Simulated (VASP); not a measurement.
A run of VASP 6.6.1:

INCAR

```
SYSTEM = Al2Cl
ALGO = Normal
EDIFF = 1E-6
ENCUT = 520
GGA = PE
ISIF = 2
ISMEAR = 1
LASPH = .TRUE.
LCHARG = .FALSE.
LREAL = .FALSE.
LWAVE = .FALSE.
NBANDS = 14
NELM = 100
PREC = Accurate
SIGMA = 0.1
```

File KPOINTS:

```
k-points
0
G
  6 6 5
  0 0 0
```

File POSCAR:

```
Al2Cl
1.0
    3.7891741700      0.0000000000      0.0000000000
    0.0000000000      3.7891741700      0.0000000000
    0.0000000000      0.0000000000      4.7668408700
Al Cl
2 1
Direct
    0.4999800000      0.0023650000      0.3483520000
   -0.0062180000      0.4843420000      0.3410360000
   -0.0050410000     -0.0057340000      0.3904520000
```

Potentials or basis: VASP PAW PBE potentials, release 64 (Al, Cl).

Run with:

```bash
$ cat potpaw_PBE.64/Al/POTCAR potpaw_PBE.64/Cl/POTCAR > POTCAR
$ mpirun -np 1 vasp_std > vasp.out
```

Hardware: 1 thread of Intel Xeon 8259CL, on a shared host.

Problem. Estimate the wall time of this run.

Solution. It took 110 s on 1 thread of Intel Xeon 8259CL (shared host), peak memory 0.22 GiB. Counts: scf iterations 14, k points 92.
